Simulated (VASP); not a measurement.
# Ge in VASP: a series of runs

The runs below take Ge through single point, with PBE.

Program: VASP 6.6.1. These are calculated values, not measurements. Logs are shortened: lines on timing, memory, paths and dates and some standing lists are left out, and cuts for length are marked.

## 1. The cell of the first run

The cell holds a slab with vacuum, 6 atoms: a = 4.058 Å, b = 4.058 Å, c = 22.533 Å, α = 90.00°, β = 90.00°, γ = 120.00°.

## 2. Single point, PBE

The input, INCAR:

```
SYSTEM = Ge
ALGO = Normal
DIPOL = 0.5 0.5 0.500
EDIFF = 1E-6
ENCUT = 520
GGA = PE
IDIPOL = 3
ISIF = 2
ISMEAR = 0
LASPH = .True.
LCHARG = .False.
LDIPOL = .True.
LREAL = .False.
LWAVE = .False.
NBANDS = 51
NELM = 100
PREC = Accurate
SIGMA = 0.1
```

The input, KPOINTS:

```
k-points
0
Gamma
  9 9 1
  0 0 0
```

The input, POSCAR:

```
Ge
1.0
    4.0581567079      0.0000000000      0.0000000000
   -2.0290783540      3.5144668016      0.0000000000
    0.0000000000      0.0000000000     22.5329916876
Ge
6
Direct
    0.3333333333      0.6666666667      0.3328452832
    0.6666666667      0.3333333333      0.3701445245
    0.6666666667      0.3333333333      0.4813503793
    0.3333333333      0.6666666667      0.5186496207
    0.3333333333      0.6666666667      0.6298554755
    0.6666666667      0.3333333333      0.6671547168
```

Potentials or basis: VASP PAW PBE potentials, release 64 (Ge_d).

On the command line:

```sh
cat potpaw_PBE.64/Ge_d/POTCAR > POTCAR
mpirun -np 1 vasp_std > vasp.out
```

OUTCAR:

```text
SYSTEM = Ge
   EDIFF = 1E-6
   ENCUT = 520
   GGA = PE
   ISIF = 2
   ISMEAR = 0
   LASPH = .True.
   LREAL = .False.
   NELM = 100
   PREC = Accurate

 ion  position               nearest neighbor table
   1  0.333  0.667  0.333-   2 2.49   2 2.49   2 2.49
   2  0.667  0.333  0.370-   1 2.49   1 2.49   1 2.49   3 2.51
   3  0.667  0.333  0.481-   4 2.49   4 2.49   4 2.49   2 2.51
   4  0.333  0.667  0.519-   3 2.49   3 2.49   3 2.49   5 2.51
   5  0.333  0.667  0.630-   6 2.49   6 2.49   6 2.49   4 2.51
   6  0.667  0.333  0.667-   5 2.49   5 2.49   5 2.49

  LATTYP: Found a hexagonal cell.
 ALAT       =     4.0581567079
 C/A-ratio  =     5.5525188674

  Lattice vectors:

 A1 = (   4.0581567079,   0.0000000000,   0.0000000000)
 A2 = (  -2.0290783540,   3.5144668016,   0.0000000000)
 A3 = (   0.0000000000,   0.0000000000,  22.5329916876)

Analysis of symmetry for initial positions (statically):
=====================================================================
 Subroutine PRICEL returns:
 Original cell was already a primitive cell.

 Routine SETGRP: Setting up the symmetry group for a
 hexagonal supercell.

 Subroutine GETGRP returns: Found 12 space group operations
 (whereof 12 operations were pure point group operations)
 out of a pool of 24 trial point group operations.

The static configuration has the point symmetry D_3d.

Analysis of symmetry for dynamics (positions and initial velocities):
=====================================================================
 Subroutine PRICEL returns:
 Original cell was already a primitive cell.

 Routine SETGRP: Setting up the symmetry group for a
 hexagonal supercell.

 Subroutine GETGRP returns: Found 12 space group operations
 (whereof 12 operations were pure point group operations)
 out of a pool of 24 trial point group operations.

The dynamic configuration has the point symmetry D_3d.

 Subroutine INISYM returns: Found 12 space group operations
 (whereof 12 operations are pure point group operations),
 and found     1 'primitive' translations

----------------------------------------------------------------------------------------

                                     Primitive cell

  volume of cell :     321.3713

  direct lattice vectors                    reciprocal lattice vectors
     4.058156708  0.000000000  0.000000000     0.246417295  0.142269092  0.000000000
    -2.029078354  3.514466802  0.000000000     0.000000000  0.284538184  0.000000000
     0.000000000  0.000000000 22.532991688     0.000000000  0.000000000  0.044379371

  length of vectors
     4.058156708  4.058156708 22.532991688     0.284538184  0.284538184  0.044379371

  position of ions in fractional coordinates (direct lattice)
     0.333333333  0.666666667  0.332845283
     0.666666667  0.333333333  0.370144524
     0.666666667  0.333333333  0.481350379
     0.333333333  0.666666667  0.518649621
     0.333333333  0.666666667  0.629855476
     0.666666667  0.333333333  0.667154717

  ion indices of the primitive-cell ions
   primitive index   ion index
                 1           1
                 2           2
                 3           3
                 4           4
                 5           5
                 6           6

----------------------------------------------------------------------------------------

 KPOINTS: k-points

Automatic generation of k-mesh.
 Grid dimensions read from file:
 generate k-points for:    9    9    1

 Generating k-lattice:

  Cartesian coordinates                     Fractional coordinates (reciprocal lattice)
     0.027379699  0.015807677  0.000000000     0.111111111  0.000000000  0.000000000
     0.000000000  0.031615354  0.000000000     0.000000000  0.111111111  0.000000000
     0.000000000  0.000000000  0.044379371     0.000000000  0.000000000  1.000000000

  Length of vectors
     0.031615354  0.031615354  0.044379371

  Shift w.r.t. Gamma in fractional coordinates (k-lattice)
     0.000000000  0.000000000  0.000000000

 Subroutine IBZKPT returns following result:
 ===========================================

 Found     12 irreducible k-points:

 Following reciprocal coordinates:
            Coordinates               Weight
  0.000000  0.000000  0.000000      1.000000
  0.111111  0.000000  0.000000      6.000000
  0.222222  0.000000  0.000000      6.000000
  0.333333  0.000000  0.000000      6.000000
  0.444444  0.000000  0.000000      6.000000
  0.111111  0.111111  0.000000      6.000000
  0.222222  0.111111  0.000000     12.000000
  0.333333  0.111111  0.000000     12.000000
  0.444444  0.111111  0.000000      6.000000
  0.222222  0.222222  0.000000      6.000000
  0.333333  0.222222  0.000000     12.000000
  0.333333  0.333333  0.000000      2.000000
   k-points           NKPTS =     12   k-points in BZ     NKDIM =     12   number of bands    NBANDS=     51
   number of dos      NEDOS =    301   number of ions     NIONS =      6
   total plane-waves  NPLWV = 151200
[... 109 lines left out ...]
     51       4.1145      0.00000

 k-point     4 :       0.3333    0.0000    0.0000
  band No.  band energies     occupation
      1     -25.2399      2.00000
      2     -25.2396      2.00000
      3     -25.2117      2.00000
      4     -25.1614      2.00000
      5     -25.1402      2.00000
      6     -25.1153      2.00000
[... 43 lines left out ...]
     50       4.3862      0.00000
     51       4.7226      0.00000

 k-point     5 :       0.4444    0.0000    0.0000
  band No.  band energies     occupation
      1     -25.2409      2.00000
      2     -25.2347      2.00000
      3     -25.2206      2.00000
      4     -25.1593      2.00000
      5     -25.1315      2.00000
      6     -25.1007      2.00000
[... 43 lines left out ...]
     50       4.0625      0.00000
     51       5.4633      0.00000

 k-point     6 :       0.1111    0.1111    0.0000
  band No.  band energies     occupation
      1     -25.2382      2.00000
      2     -25.2377      2.00000
      3     -25.1981      2.00000
      4     -25.1685      2.00000
      5     -25.1515      2.00000
      6     -25.1478      2.00000
[... 43 lines left out ...]
     50       3.6764      0.00000
     51       3.8204      0.00000

 k-point     7 :       0.2222    0.1111    0.0000
  band No.  band energies     occupation
      1     -25.2429      2.00000
      2     -25.2388      2.00000
      3     -25.2075      2.00000
      4     -25.1607      2.00000
      5     -25.1400      2.00000
      6     -25.1264      2.00000
[... 43 lines left out ...]
     50       4.2387      0.00000
     51       4.3231      0.00000

 k-point     8 :       0.3333    0.1111    0.0000
  band No.  band energies     occupation
      1     -25.2454      2.00000
      2     -25.2358      2.00000
      3     -25.2173      2.00000
      4     -25.1521      2.00000
      5     -25.1314      2.00000
      6     -25.1071      2.00000
[... 43 lines left out ...]
     50       4.2854      0.00000
     51       4.9076      0.00000

 k-point     9 :       0.4444    0.1111    0.0000
  band No.  band energies     occupation
      1     -25.2459      2.00000
      2     -25.2322      2.00000
      3     -25.2234      2.00000
      4     -25.1476      2.00000
      5     -25.1285      2.00000
      6     -25.0981      2.00000
[... 43 lines left out ...]
     50       4.6881      0.00000
     51       4.8224      0.00000

 k-point    10 :       0.2222    0.2222    0.0000
  band No.  band energies     occupation
      1     -25.2488      2.00000
      2     -25.2362      2.00000
      3     -25.2159      2.00000
      4     -25.1471      2.00000
      5     -25.1229      2.00000
      6     -25.1165      2.00000
[... 43 lines left out ...]
     50       4.1508      0.00000
     51       4.5949      0.00000

 k-point    11 :       0.3333    0.2222    0.0000
  band No.  band energies     occupation
      1     -25.2523      2.00000
      2     -25.2322      2.00000
      3     -25.2237      2.00000
      4     -25.1300      2.00000
      5     -25.1184      2.00000
      6     -25.1017      2.00000
[... 43 lines left out ...]
     50       4.5249      0.00000
     51       4.8490      0.00000

 k-point    12 :       0.3333    0.3333    0.0000
  band No.  band energies     occupation
      1     -25.2552      2.00000
      2     -25.2286      2.00000
      3     -25.2286      2.00000
      4     -25.1203      2.00000
      5     -25.1013      2.00000
      6     -25.0965      2.00000
[... 43 lines left out ...]
     50       5.5881      0.00000
     51       5.8409      0.00000

------------------------ aborting loop because EDIFF is reached ----------------------------------------

 vacuum level on the upper side and lower side of the slab       (xc-potential included)        -0.125        -0.125

  FORCE on cell =-STRESS in cart. coord.  units (eV):
  Direction    XX          YY          ZZ          XY          YZ          ZX
  --------------------------------------------------------------------------------------
  -------------------------------------------------------------------------------------
  Total       -0.0260821     -0.0260821      0.6354193      0.0000000      0.0000000     -0.0000000
  in kB       -0.1300306     -0.1300306      3.1678448      0.0000000      0.0000000     -0.0000000
  external PRESSURE =       0.9692612 kB  Pullay stress =       0.0000000 kB

 VOLUME and BASIS-vectors are now :
 -----------------------------------------------------------------------------
  energy-cutoff  :      520.00
  volume of cell :      321.37
      direct lattice vectors                 reciprocal lattice vectors
     4.058156708  0.000000000  0.000000000     0.246417295  0.142269092  0.000000000
    -2.029078354  3.514466802  0.000000000     0.000000000  0.284538184  0.000000000
     0.000000000  0.000000000 22.532991688     0.000000000  0.000000000  0.044379371

 POSITION                                       TOTAL-FORCE (eV/Angst)
 -----------------------------------------------------------------------------------
     -0.00000      2.34298      7.50000        -0.000000      0.000000      0.130177
      2.02908      1.17149      8.34046        -0.000000      0.000000     -0.308706
      2.02908      1.17149     10.84626         0.000000     -0.000000      0.159920
     -0.00000      2.34298     11.68673        -0.000000      0.000000     -0.159920
     -0.00000      2.34298     14.19253         0.000000     -0.000000      0.308706
      2.02908      1.17149     15.03299         0.000000      0.000000     -0.130177
 -----------------------------------------------------------------------------------
    total drift:                               -0.000000      0.000000      0.000000

  FREE ENERGIE OF THE ION-ELECTRON SYSTEM (eV)
  ---------------------------------------------------
  free  energy   TOTEN  =       -25.1821696771 eV

  energy  without entropy=      -25.1538861233  energy(sigma->0) =      -25.16802790

 vacuum level on the upper side and lower side of the slab         3.789         3.789
```

Wall time 3.9 min (1 thread of AMD EPYC 7R13 (Zen 3), shared host); peak memory 0.42 GiB.

What came out:

```
Free energy            : -25.1822 eV
Largest force          : 0.309 eV/Å
Band gap on the k mesh : zero (bands 42 and 43 overlap by 0.40 eV)
```

Forces in eV/Å, atoms in the order of the input:
```
Ge   0.000  0.000  0.130
Ge   0.000  0.000 -0.309
Ge   0.000  0.000  0.160
Ge   0.000  0.000 -0.160
Ge   0.000  0.000  0.309
Ge   0.000  0.000 -0.130
```

## 3. Single point, PBE

The input, INCAR:

```
SYSTEM = Ge
PREC = Accurate
ENCUT = 520
EDIFF = 1E-6
ISMEAR = 0
SIGMA = 0.1
LREAL = .False.
LASPH = .True.
NELM = 100
ALGO = Normal
ISIF = 2
LWAVE = .False.
LCHARG = .False.
LDIPOL = .True.
IDIPOL = 3
DIPOL = 0.5 0.5 0.500
GGA = PE
NBANDS = 51
```

The input, KPOINTS:

```
Automatic mesh
0
Gamma
  9 9 1
  0 0 0
```

The input, POSCAR:

```
Ge
1.0
    4.0581567079      0.0000000000      0.0000000000
   -2.0290783540      3.5144668016      0.0000000000
    0.0000000000      0.0000000000     22.5329916876
Ge
6
Direct
    0.3333333333      0.6666666667      0.3324142582
    0.6666666667      0.3333333333      0.3675905027
    0.6666666667      0.3333333333      0.4816921570
    0.3333333333      0.6666666667      0.5183079026
    0.3333333333      0.6666666667      0.6324094659
    0.6666666667      0.3333333333      0.6675857136
```

Potentials or basis: VASP PAW PBE potentials, release 64 (Ge_d).

On the command line:

```sh
cat potpaw_PBE.64/Ge_d/POTCAR > POTCAR
mpirun -np 1 vasp_std > vasp.out
```

Wall time 3.7 min (1 thread of AMD EPYC 7R13 (Zen 3), shared host); peak memory 0.42 GiB.

The run converged. Its results:

| Quantity | Value |
| --- | --- |
| Free energy | -25.2006 eV |
| Largest force | 0.005 eV/Å |
| Band gap on the k mesh | zero (bands 42 and 43 overlap by 0.27 eV) |

Forces on the atoms (eV/Å):
```
Ge   0.000  0.000  0.005
Ge   0.000  0.000 -0.003
Ge   0.000  0.000  0.001
Ge   0.000  0.000 -0.001
Ge   0.000  0.000  0.003
Ge   0.000  0.000 -0.005
```

Levels at points of the mesh, in eV from the Fermi level:
```tsv
k point	band 39	band 40	band 41	band 42	band 43	band 44	band 45	band 46
(0.00, 0.00, 0.00)	-0.38	-0.38	0.12	0.12	0.24	0.69	1.26	1.36
```

## 4. Single point, PBE

The input, INCAR:

```
  PREC = Accurate
  ENCUT = 520
  EDIFF = 1E-6
  ISMEAR = 0
  SIGMA = 0.1
  LREAL = False
  LASPH = True
  NELM = 100
  ALGO = Normal
  ISIF = 2
  LWAVE = False
  LCHARG = False
  LDIPOL = True
  IDIPOL = 3
  DIPOL = 0.5 0.5 0.500
  GGA = PE
  NBANDS = 51
```

The input, KPOINTS:

```
regular mesh
0
Gamma
  9 9 1
```

The input, POSCAR:

```
Ge
1.0
    4.0581567079      0.0000000000      0.0000000000
   -2.0290783540      3.5144668016      0.0000000000
    0.0000000000      0.0000000000     22.5329916876
Ge
6
Direct
    0.3333333333      0.6666666667      0.3328452832
    0.6666666667      0.3333333333      0.3701445245
    0.6666666667      0.3333333333      0.4813503793
    0.3333333333      0.6666666667      0.5186496207
    0.3333333333      0.6666666667      0.6298554755
    0.6666666667      0.3333333333      0.6671547168
```

On the command line:

```sh
cat potpaw_PBE.64/Ge_d/POTCAR > POTCAR
mpirun -np 1 vasp_std > vasp.out
```

Wall time 4 min (1 thread of AMD EPYC 7R13 (Zen 3), shared host); peak memory 0.42 GiB.

It converged, with:

```
Free energy            : -25.1822 eV
Largest force          : 0.309 eV/Å
Band gap on the k mesh : zero (bands 42 and 43 overlap by 0.40 eV)
```

Forces in eV/Å, atoms in the order of the input:
```
Ge   0.000  0.000  0.130
Ge   0.000  0.000 -0.309
Ge   0.000  0.000  0.160
Ge   0.000  0.000 -0.160
Ge   0.000  0.000  0.309
Ge   0.000  0.000 -0.130
```

Levels at points of the mesh, in eV from the Fermi level:
```csv
k point,band 38,band 39,band 40,band 41,band 42,band 43,band 44,band 45,band 46,band 47
"(0.00, 0.00, 0.00)",-0.87,-0.27,-0.27,0.24,0.24,0.33,0.81,1.20,1.45,3.00
```

## 5. Single point, PBE

The input, INCAR:

```
SYSTEM = Ge
PREC = Accurate ; ENCUT = 520
EDIFF = 1E-6 ; ISMEAR = 0
SIGMA = 0.1 ; LREAL = .FALSE.
LASPH = .TRUE. ; NELM = 80
ALGO = Normal ; ISIF = 2
LWAVE = .FALSE. ; LCHARG = .FALSE.
LDIPOL = .TRUE. ; IDIPOL = 3
DIPOL = 0.5 0.5 0.500 ; GGA = PE
EFIELD = 0.3 ; NBANDS = 51
```

The input, KPOINTS:

```
Automatic mesh
0
G
  9 9 1
  0 0 0
```

POSCAR is that of step 4.

On the command line:

```sh
cat potpaw_PBE.64/Ge_d/POTCAR > POTCAR
mpirun -np 1 vasp_std > vasp.out
```

Run time: 4.8 min. Hardware: 1 thread of AMD EPYC 7R13 (Zen 3), shared host; peak memory 0.43 GiB.

The run converged. Its results:

| Quantity | Value |
| --- | --- |
| Free energy | -25.2197 eV |
| Largest force | 0.346 eV/Å |
| Band gap on the k mesh | zero (bands 42 and 43 overlap by 0.39 eV) |

Forces on the atoms (eV/Å):
```
Ge   0.000  0.000  0.164
Ge   0.000  0.000 -0.346
Ge   0.000  0.000  0.160
Ge   0.000  0.000 -0.159
Ge   0.000  0.000  0.272
Ge   0.000  0.000 -0.090
```

Levels at points of the mesh, in eV from the Fermi level:
```csv
k point,band 38,band 39,band 40,band 41,band 42,band 43,band 44,band 45,band 46,band 47
"(0.00, 0.00, 0.00)",-0.87,-0.27,-0.27,0.24,0.24,0.33,0.81,1.19,1.45,3.00
```

## 6. Single point, PBE

The input, INCAR:

```
PREC = Accurate ; ENCUT = 520
EDIFF = 1E-6 ; ISMEAR = 0
SIGMA = 0.5 ; LREAL = False
LASPH = True ; NELM = 100
ALGO = Normal ; ISIF = 2
LWAVE = False ; LCHARG = False
LDIPOL = True ; IDIPOL = 3
DIPOL = 0.5 0.5 0.500 ; GGA = PE
NBANDS = 51
```

The input, KPOINTS:

```
Automatic mesh
0
Gamma
  9 9 1
```

POSCAR is that of step 5.

Potentials or basis: VASP PAW PBE potentials, release 64 (Ge_d).

On the command line:

```sh
cat potpaw_PBE.64/Ge_d/POTCAR > POTCAR
mpirun -np 1 vasp_std > vasp.out
```

Wall time 3.6 min (1 thread of AMD EPYC 7R13 (Zen 3), shared host); peak memory 0.42 GiB.

Results (log left out):

| Quantity | Value |
| --- | --- |
| Free energy | -25.4131 eV |
| Largest force | 0.207 eV/Å |
| Band gap on the k mesh | zero (bands 42 and 43 overlap by 0.37 eV) |

Forces in eV/Å, atoms in the order of the input:
```
Ge   0.000  0.000  0.005
Ge   0.000  0.000 -0.207
Ge   0.000  0.000  0.096
Ge   0.000  0.000 -0.096
Ge   0.000  0.000  0.207
Ge   0.000  0.000 -0.005
```

Levels at points of the mesh, in eV from the Fermi level:
```csv
k point,band 38,band 39,band 40,band 41,band 42,band 43,band 44,band 45,band 46,band 47
"(0.00, 0.00, 0.00)",-0.87,-0.25,-0.25,0.26,0.26,0.34,0.84,1.23,1.47,3.01
```

Caveat: so wide a smearing shifts energies and pressures.

## 7. Summary

```tsv
cell	smearing	electric field (eV/Å)	gap on the mesh (eV)	largest force (eV/Å)
as given, atomic positions A	gaussian 0.1 eV	-	none	0.31
as given, atomic positions B	gaussian 0.1 eV	-	none	0.01
as given, atomic positions A	gaussian 0.1 eV	0.3 eV/Å	none	0.35
as given, atomic positions A	gaussian 0.5 eV	-	none	0.21
```

Alike in all rows: task single point; level PBE; potentials or basis VASP PAW PBE potentials, release 64 (Ge_d); no spin polarisation; k mesh 9 × 9 × 1; cutoff (eV) 520.

Caveats: so wide a smearing shifts energies and pressures (at least some runs).

Absolute energies hang on the potentials; compare differences alone.
